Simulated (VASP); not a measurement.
Input of a VASP 6.6.1 run:

The input POSCAR:

```
Nb
1.0
   -0.8882443402      1.7764886804      1.7764886804
    1.7764886804     -0.8882443402      1.7764886804
    1.7764886804      1.7764886804     -0.8882443402
Nb
1
Direct
    0.0000000000      0.0000000000      0.0000000000
```

Contents of INCAR.step1:

```
ALGO = Normal
EDIFF = 1E-4
ENCUT = 520
GGA = PE
ISMEAR = 0
LASPH = True
LCHARG = False
LREAL = False
LWAVE = True
NBANDS = 12
NELM = 80
PREC = Accurate
SIGMA = 0.15
```

Contents of INCAR.step2:

```
ALGO = Normal
EDIFF = 1E-7
ENCUT = 520
ISIF = 2
ISMEAR = 0
ISTART = 1
LASPH = True
LCHARG = False
LMIXTAU = True
LREAL = False
LWAVE = False
METAGGA = R2SCAN
NBANDS = 12
NELM = 80
PREC = Accurate
SIGMA = 0.15
```

File KPOINTS:

```
k-points
0
Gamma
  22 22 22
```

Potentials or basis: VASP PAW PBE potentials, release 64 (Nb_sv).

Command:

```bash
$ cat potpaw_PBE.64/Nb_sv/POTCAR > POTCAR
$ cp INCAR.step1 INCAR
$ mpirun -np 1 vasp_std > vasp.out
$ cp INCAR.step2 INCAR
$ mpirun -np 1 vasp_std > vasp.out
```

Task: What does it give for the pressure?

Result: 7.2 GPa.

Caveat: the PAW data sets were made with another functional, which shifts forces and pressure a little.
